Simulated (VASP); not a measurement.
Write the native input for VASP 6.6.1 that does the following.

| Item | Value |
| --- | --- |
| Task | single point |
| Functional | PBE |
| Potentials or basis | VASP PAW PBE potentials, release 64 (Sc_sv, Al, Tl_d, As) |
| Cutoff | 520 eV |
| k mesh | 3 × 3 × 4 |
| Occupations | gaussian, width 0.1 eV |
| Spin | no spin polarisation |
| Dipole correction | no |
| Further INCAR settings | ALGO = Normal; EDIFF = 1e-07; NBANDS = 30 |

The structure of ScAlTlAs3 lies in POSCAR:

```
ScAlTlAs3
1.0
    6.5994140478     -0.0000000032      0.0000000000
   -3.2997070212      5.7152602170      0.0000000000
    0.0000000000      0.0000000000      3.7309267078
Sc Al Tl As
1 1 1 3
Direct
    0.3333333333      0.6666666667      0.0000000000
    0.0000000000      0.0000000000      0.0000000000
    0.6666666667      0.3333333333      0.0000000000
    0.6801811545      0.8400905773      0.5000000000
    0.1599094227      0.8400905773      0.5000000000
    0.1599094227      0.3198188455      0.5000000000
```

The input as run:

INCAR

```
SYSTEM = ScAlTlAs3
ALGO     = Normal         ! electronic algorithm
EDIFF    = 1E-7           ! SCF threshold, eV
ENCUT    = 520            ! plane-wave cutoff, eV
GGA      = PE             ! functional
ISIF     = 2              ! what is computed and relaxed
ISMEAR   = 0              ! smearing method
LASPH    = .True.         ! aspherical terms in the spheres
LCHARG   = .False.        ! write CHGCAR
LREAL    = .False.        ! projectors in reciprocal space
LWAVE    = .False.        ! write WAVECAR
NBANDS   = 30             ! bands
NELM     = 60             ! most SCF steps
PREC     = Accurate       ! precision mode
SIGMA    = 0.1            ! smearing width, eV
```

KPOINTS

```
k-points
0
Gamma
  3 3 4
  0 0 0
```

Potentials or basis: VASP PAW PBE potentials, release 64 (Sc_sv, Al, Tl_d, As).

The run is started by

```bash
$ cat potpaw_PBE.64/Sc_sv/POTCAR potpaw_PBE.64/Al/POTCAR potpaw_PBE.64/Tl_d/POTCAR potpaw_PBE.64/As/POTCAR > POTCAR
$ mpirun -np 1 vasp_std > vasp.out
```

Results of the run:

* Pressure: 0.2 GPa
* Largest force: 0.010 eV/Å
* Band gap on the k mesh: zero (band 21 reaches 5.33 eV, above the bottom of band 22 at 4.67 eV)

Caveat: the k points lie up to 0.42 Å⁻¹ apart; spin-orbit coupling is left out, which moves the levels of the heavy elements.

It took 31 s on 1 thread of AMD EPYC 9R45 96-Core Processor (Zen 5), on a shared host, peak memory 0.23 GiB.
